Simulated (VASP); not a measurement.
# WC (P-6m2) in VASP: further runs

WC is run at these levels: PBEsol; tasks: relaxation of cell and atoms.

Everything below comes from runs of VASP 6.6.1. Logs are shortened: lines on timing, memory, paths and dates and some standing lists are left out, and cuts for length are marked.

**1. The cell of the first run**

Symmetry: P-6m2, No. 187, hexagonal system. Conventional cell: a = 2.899 Å, b = 2.899 Å, c = 2.827 Å, α = 90.00°, β = 90.00°, γ = 120.00°. W (site symmetry -6m2) has 6 C at 2.19 Å and 8 W at 2.83 to 2.90 Å within 2.9 Å. Within 2.9 Å of C (site symmetry -6m2) lie 6 W at 2.19 Å and 8 C at 2.83 to 2.90 Å.

**2. Relaxation of cell and atoms, PBEsol, target pressure 2 GPa, at which the enthalpy is minimised**

The input, INCAR:

```
PREC = Accurate
ENCUT = 600
EDIFF = 1E-6
ISMEAR = -1
SIGMA = 0.08
LREAL = F
LASPH = T
NELM = 80
ALGO = Normal
ISIF = 3
LWAVE = F
LCHARG = F
GGA = PS
IBRION = 2
NSW = 100
EDIFFG = -0.002
PSTRESS = 20.0
```

The input, KPOINTS:

```
Automatic mesh
0
Gamma
  18 18 16
```

The input, POSCAR:

```
WC
1.0
    2.8988145963      0.0000000000      0.0000000000
   -1.4494072982      2.5104470813      0.0000000000
    0.0000000000      0.0000000000      2.8272988698
W C
1 1
Direct
    0.0000000000      0.0000000000      0.0000000000
    0.6666666667      0.3333333333      0.5000000000
```

Potentials or basis: VASP PAW PBE potentials, release 64 (W_sv, C).

The run is started by

```bash
> cat potpaw_PBE.64/W_sv/POTCAR potpaw_PBE.64/C/POTCAR > POTCAR
> mpirun -np 1 vasp_std > vasp.out
```

OUTCAR:

```text
PREC = Accurate
   ENCUT = 600
   EDIFF = 1E-6
   ISMEAR = -1
   LREAL = F
   LASPH = T
   NELM = 80
   ISIF = 3
   GGA = PS
   IBRION = 2
   NSW = 100
   EDIFFG = -0.002
   PSTRESS = 20.0

 ion  position               nearest neighbor table
   1  0.000  0.000  0.000-   2 2.19   2 2.19   2 2.19   2 2.19   2 2.19   2 2.19
   2  0.667  0.333  0.500-   1 2.19   1 2.19   1 2.19   1 2.19   1 2.19   1 2.19

  LATTYP: Found a hexagonal cell.
 ALAT       =     2.8988145963
 C/A-ratio  =     0.9753293203

  Lattice vectors:

 A1 = (   2.8988145963,   0.0000000000,   0.0000000000)
 A2 = (  -1.4494072982,   2.5104470813,   0.0000000000)
 A3 = (   0.0000000000,   0.0000000000,   2.8272988698)

Analysis of symmetry for initial positions (statically):
=====================================================================
 Subroutine PRICEL returns:
 Original cell was already a primitive cell.

 Routine SETGRP: Setting up the symmetry group for a
 hexagonal supercell.

 Subroutine GETGRP returns: Found 12 space group operations
 (whereof 12 operations were pure point group operations)
 out of a pool of 24 trial point group operations.

The static configuration has the point symmetry D_3h.

Analysis of symmetry for dynamics (positions and initial velocities):
=====================================================================
 Subroutine PRICEL returns:
 Original cell was already a primitive cell.

 Routine SETGRP: Setting up the symmetry group for a
 hexagonal supercell.

 Subroutine GETGRP returns: Found 12 space group operations
 (whereof 12 operations were pure point group operations)
 out of a pool of 24 trial point group operations.

The dynamic configuration has the point symmetry D_3h.

 Subroutine INISYM returns: Found 12 space group operations
 (whereof 12 operations are pure point group operations),
 and found     1 'primitive' translations

----------------------------------------------------------------------------------------

                                     Primitive cell

  volume of cell :      20.5752

  direct lattice vectors                    reciprocal lattice vectors
     2.898814596  0.000000000  0.000000000     0.344968596  0.199167711  0.000000000
    -1.449407298  2.510447081  0.000000000     0.000000000  0.398335423  0.000000000
     0.000000000  0.000000000  2.827298870     0.000000000  0.000000000  0.353694479

  length of vectors
     2.898814596  2.898814596  2.827298870     0.398335423  0.398335423  0.353694479

  position of ions in fractional coordinates (direct lattice)
[... 109 lines left out ...]
   LRPA    =     F    only Hartree local field effects (RPA)
 conjugate gradient relaxation of ions
 non-spin polarized calculation
  energy-cutoff  :      600.00
  volume of cell :       20.58
 maximum number of plane-waves:       702
 NGX is ok and might be reduce to    24
   NGX = 11   NGY = 11   NGZ = 11

--------------------------------------- Ionic step        1  -------------------------------------------

 number of electron      18.0000001 magnetization

 Free energy of the ion-electron system (eV)
  ---------------------------------------------------
  ext. energy  EPLUGINS =         0.00000000
  ---------------------------------------------------
  free energy    TOTEN  =       -23.90338159 eV

  energy without entropy =      -23.89685120  energy(sigma->0) =      -23.90011639

------------------------ aborting loop because EDIFF is reached ----------------------------------------

  FORCE on cell =-STRESS in cart. coord.  units (eV):
  Direction    XX          YY          ZZ          XY          YZ          ZX
  --------------------------------------------------------------------------------------
  -------------------------------------------------------------------------------------
  Total        0.1408370      0.1408370      0.1831866     -0.0000000      0.0000000      0.0000000
  in kB       10.9669022     10.9669022     14.2646448     -0.0000000      0.0000000      0.0000000
  external PRESSURE =      -7.9338503 kB  Pullay stress =      20.0000000 kB
[... 97 lines left out ...]
  energy  without entropy=      -23.8964670508  energy(sigma->0) =      -23.89972237

  enthalpy is  TOTEN    =       -23.6466485259 eV   P V=        0.2563291672

[... ionic steps 4 to 10 ...]

--------------------------------------- Ionic step       11  -------------------------------------------

 number of electron      18.0000001 magnetization

------------------------ aborting loop because EDIFF is reached ----------------------------------------
[... 71 lines left out ...]
--------------------------------------- Ionic step       13  -------------------------------------------

 number of electron      18.0000001 magnetization

 Free energy of the ion-electron system (eV)
  ---------------------------------------------------
  ext. energy  EPLUGINS =         0.00000000
  ---------------------------------------------------
  free energy    TOTEN  =       -23.90300336 eV

  energy without entropy =      -23.89650828  energy(sigma->0) =      -23.89975582

 E-fermi :  11.0891     XC(G=0): -13.9859

 val. band max:       11.0834641783   @ k =   0.3333   0.3333   0.0625
 cond. band min:      11.1036124065   @ k =   0.4444  -0.0000   0.5000
 fundamental gap:      0.0201482282
 Fermi energy:        11.0891215596

 k-point     1 :       0.0000    0.0000    0.0000
  band No.  band energies     occupation
      1     -62.8307      2.00000
      2     -26.8176      2.00000
      3     -26.7099      2.00000
      4     -26.7099      2.00000
      5      -3.4267      2.00000
      6       6.6912      2.00000
      7       7.7084      2.00000
      8       7.7084      2.00000
      9      11.2009      0.39633
     10      14.3572      0.00000
     11      14.3572      0.00000
     12      16.7953      0.00000
     13      16.7953      0.00000
[... 354 lines left out ...]
  band No.  band energies     occupation
      1     -62.7690      2.00000
      2     -27.5077      2.00000
      3     -26.9668      2.00000
      4     -26.7005      2.00000
      5       0.0180      2.00000
      6       4.1521      2.00000
      7       7.4147      2.00000
      8       7.5286      2.00000
      9      10.5995      1.99562
     10      12.9155      0.00000
     11      14.6979      0.00000
     12      15.9762      0.00000
     13      18.7061      0.00000

 [... further k-points ...]

------------------------ aborting loop because EDIFF is reached ----------------------------------------

  FORCE on cell =-STRESS in cart. coord.  units (eV):
  Direction    XX          YY          ZZ          XY          YZ          ZX
  --------------------------------------------------------------------------------------
  -------------------------------------------------------------------------------------
  Total        0.2565693      0.2565693      0.2530527     -0.0000000     -0.0000000      0.0000000
  in kB       20.0170555     20.0170555     19.7426968     -0.0000000     -0.0000000      0.0000000
  external PRESSURE =      -0.0743974 kB  Pullay stress =      20.0000000 kB
[... 21 lines left out ...]
  energy  without entropy=      -23.8965082767  energy(sigma->0) =      -23.89975582

  enthalpy is  TOTEN    =       -23.6466526975 eV   P V=        0.2563506653

 reached required accuracy - stopping structural energy minimisation
```

OSZICAR:

```text
N       E                     dE             d eps       ncg     rms          rms(c)
DAV:   1     0.118280912882E+03    0.11828E+03   -0.10646E+04  8674   0.170E+03
DAV:   2    -0.225181857278E+02   -0.14080E+03   -0.13718E+03  9863   0.406E+02
[... 67 lines left out ...]
DAV:   1    -0.239029998064E+02   -0.16646E-04   -0.13684E-05  8678   0.544E-02    0.952E-03
DAV:   2    -0.239029992107E+02    0.59575E-06   -0.12628E-06  4424   0.151E-02
  12 F= -.23646653E+02 E0= -.23643406E+02  d E =-.398143E-06
       N       E                     dE             d eps       ncg     rms          rms(c)
DAV:   1    -0.239030034728E+02   -0.36664E-05   -0.79742E-07  4329   0.138E-02    0.216E-03
DAV:   2    -0.239030033628E+02    0.11006E-06   -0.15782E-07  4329   0.535E-03
  13 F= -.23646653E+02 E0= -.23643405E+02  d E =-.180932E-06
```

CONTCAR:

```text
WC
   1.00000000000000
     2.8963430717890657   -0.0000000000002329   -0.0000000000000000
    -1.4481715359446918    2.5083066782878829   -0.0000000000000000
    -0.0000000000000000    0.0000000000000000    2.8267304577795667
  W               C
     1     1
Direct
     0.0000000000000000    0.0000000000000000    0.0000000000000000
     0.6666666667000030    0.3333333332999970    0.5000000000000000

  0.00000000E+00  0.00000000E+00  0.00000000E+00
  0.00000000E+00  0.00000000E+00  0.00000000E+00
```

It took 6.7 min on 1 thread of Intel Xeon 8259CL, shared host; peak memory 0.25 GiB.

What came out:

```
Free energy                                                : -23.9030 eV
Relaxed volume                                             : 10.27 Å³/atom
Relaxed cell                                               : a = 2.896 Å, b = 2.896 Å, c = 2.827 Å, α = 90.00°, β = 90.00°, γ = 120.00°
Space group after relaxing (to 0.1 Å)                      : P-6m2 (No. 187)
Energy change on relaxing (the run minimises the enthalpy) : +0.2 meV/atom
Ionic steps                                                : 13
Pressure after relaxing                                    : 2.0 GPa
Band gap on the k mesh                                     : zero (bands 9 and 10 overlap by 1.24 eV)
```

The path:
```csv
step,energy change (eV),largest force (eV/Å),pressure (GPa),volume (Å³)
1,0.0000,0.0000,1.21,20.58
2,0.0026,0.0000,4.25,20.42
3,0.0004,0.0000,2.04,20.53
4,0.0004,0.0000,2.03,20.54
5,0.0004,0.0000,2.02,20.54
6,0.0004,0.0000,1.94,20.54
7,0.0004,0.0000,1.96,20.54
8,0.0004,0.0000,1.96,20.54
9,0.0004,0.0000,1.96,20.54
10,0.0004,0.0000,2.05,20.53
11,0.0004,0.0000,2.06,20.53
12,0.0004,0.0000,2.03,20.54
13,0.0004,0.0000,1.99,20.54
```

Final structure:
```cif
data_structure
_symmetry_space_group_name_H-M 'P 1'
_symmetry_Int_Tables_number 1
_cell_length_a 2.8963
_cell_length_b 2.8963
_cell_length_c 2.8267
_cell_angle_alpha 90.000
_cell_angle_beta 90.000
_cell_angle_gamma 120.000
_cell_volume 20.54
loop_
_atom_site_label
_atom_site_type_symbol
_atom_site_fract_x
_atom_site_fract_y
_atom_site_fract_z
_atom_site_occupancy
W1 W 0.00000 0.00000 0.00000 1
C1 C 0.66667 0.33333 0.50000 1
```

Levels at points of the mesh, in eV from the Fermi level:
| k point | band 7 | band 8 | band 9 | band 10 | band 11 | band 12 |
| --- | --- | --- | --- | --- | --- | --- |
| (0.00, 0.00, 0.00) | -3.38 | -3.38 | 0.11 | 3.27 | 3.27 | 5.71 |
| (0.50, 0.00, 0.00) | -3.67 | -3.65 | -0.45 | 2.36 | 4.59 | 4.97 |
| (0.00, 0.00, 0.50) | -2.04 | -2.04 | -0.62 | -0.62 | 3.73 | 4.55 |
| (0.50, 0.00, 0.50) | -4.38 | -4.21 | 0.31 | 4.50 | 5.40 | 6.75 |

Caveat: the cell is relaxed towards a set pressure, so the run minimises the enthalpy, not the energy; the PAW data sets were made with another functional, which shifts forces and pressure a little; spin-orbit coupling is left out, which moves the levels of the heavy elements.

**3. Relaxation of cell and atoms, PBEsol, target pressure 4 GPa, at which the enthalpy is minimised**

The input, INCAR:

```
SYSTEM = WC
PREC = Accurate
ENCUT = 600
EDIFF = 1E-6
ISMEAR = -1
SIGMA = 0.08
LREAL = .False.
LASPH = .True.
NELM = 60
ALGO = Normal
ISIF = 3
LWAVE = .False.
LCHARG = .False.
GGA = PS
IBRION = 2
NSW = 100
EDIFFG = -0.002
PSTRESS = 40.0
```

The input, KPOINTS:

```
Automatic mesh
0
Gamma
  18 18 16
  0 0 0
```

POSCAR is that of step 2.

Potentials or basis: VASP PAW PBE potentials, release 64 (W_sv, C).

The run is started by

```bash
> cat potpaw_PBE.64/W_sv/POTCAR potpaw_PBE.64/C/POTCAR > POTCAR
> mpirun -np 1 vasp_std > vasp.out
```

Run time: 5.9 min. Hardware: 1 thread of Intel Xeon 8259CL, shared host; peak memory 0.25 GiB.

The run converged. Its results:

```yaml
Free_energy: -23.9011 eV
Relaxed_volume: 10.22 Å³/atom
Relaxed_cell: a = 2.891 Å, b = 2.891 Å, c = 2.823 Å, α = 90.00°, β = 90.00°, γ = 120.00°
Space_group_after_relaxing_to_0.1_Å: P-6m2 (No. 187)
Energy_change_on_relaxing_the_run_minimises_the_enthalpy: +1.1 meV/atom
Ionic_steps: 9
Pressure_after_relaxing: 4.0 GPa
Band_gap_on_the_k_mesh: zero (bands 9 and 10 overlap by 1.25 eV)
```

Step by step:
| step | energy change (eV) | largest force (eV/Å) | pressure (GPa) | volume (Å³) |
| --- | --- | --- | --- | --- |
| 1 | 0.0000 | 0.0000 | 1.21 | 20.58 |
| 2 | 0.0223 | 0.0000 | 12.62 | 20.05 |
| 3 | 0.0022 | 0.0000 | 4.00 | 20.44 |
| 4 | 0.0023 | 0.0000 | 4.02 | 20.44 |
| 5 | 0.0023 | 0.0000 | 4.05 | 20.43 |
| 6 | 0.0023 | 0.0000 | 4.04 | 20.43 |
| 7 | 0.0021 | 0.0000 | 3.94 | 20.44 |
| 8 | 0.0022 | 0.0000 | 3.93 | 20.44 |
| 9 | 0.0023 | 0.0000 | 3.97 | 20.44 |

Final structure:
```
W C
1.0
     2.89122    0.00000    0.00000
    -1.44561    2.50387    0.00000
     0.00000    0.00000    2.82289
W C
1 1
Direct
  0.00000 0.00000 0.00000
  0.66667 0.33333 0.50000
```

Levels at points of the mesh, in eV from the Fermi level:
```
           k point  band 7  band 8  band 9  band 10  band 11  band 12
(0.00, 0.00, 0.00)   -3.40   -3.40    0.11     3.29     3.29     5.73
(0.50, 0.00, 0.00)   -3.70   -3.67   -0.45     2.37     4.63     5.01
(0.00, 0.00, 0.50)   -2.05   -2.05   -0.62    -0.62     3.74     4.56
(0.50, 0.00, 0.50)   -4.40   -4.22    0.31     4.54     5.43     6.80
```

Caveat: the cell is relaxed towards a set pressure, so the run minimises the enthalpy, not the energy; the PAW data sets were made with another functional, which shifts forces and pressure a little; spin-orbit coupling is left out, which moves the levels of the heavy elements.

The gap in the log of VASP goes by the Fermi energy; the results here count the filled bands.